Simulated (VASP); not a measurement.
**Si: single point with LDA**

Crystal: Si.

```xyz
2
Lattice="0.0000 2.7008 2.7008 2.7008 0.0000 2.7008 2.7008 2.7008 0.0000" Properties=species:S:1:pos:R:3 pbc="T T T"
Si    2.7008    2.7008    2.7008
Si    4.0512    4.0512    4.0512
```

- Program: VASP 6.6.1
- Task: single point
- Functional: LDA
- Potentials or basis: VASP PAW LDA potentials, release 64 (Si)
- Cutoff: 500 eV
- k mesh: 10 × 10 × 10
- Occupations: gaussian, width 0.02 eV
- Spin: no spin polarisation
- Dipole correction: no
- Further INCAR settings: ALGO = Normal; EDIFF = 1e-06; NBANDS = 11

The pressure is 0.1 GPa and the band gap on the k mesh is 0.45 eV, indirect (least direct gap 2.53 eV).

Levels at points of the mesh, in eV from the valence-band top:
| k point | band 1 | band 2 | band 3 | band 4 | band 5 | band 6 | band 7 | band 8 | band 9 |
| --- | --- | --- | --- | --- | --- | --- | --- | --- | --- |
| (0.00, 0.00, 0.00) | -12.07 | 0.00 | 0.00 | 0.00 | 2.53 | 2.53 | 2.53 | 3.39 | 7.74 |
| (0.50, 0.00, 0.00) | -9.69 | -7.07 | -1.21 | -1.21 | 1.49 | 3.29 | 3.29 | 7.54 | 10.56 |
| (0.50, 0.50, 0.00) | -7.87 | -7.87 | -2.90 | -2.90 | 0.57 | 0.57 | 10.12 | 10.12 | 10.97 |

Run time: 9.6 s on 1 thread of Intel(R) Xeon(R) Platinum 8488C (Sapphire Rapids) (shared host), peak memory 0.13 GiB.

A k mesh can miss the band edges.
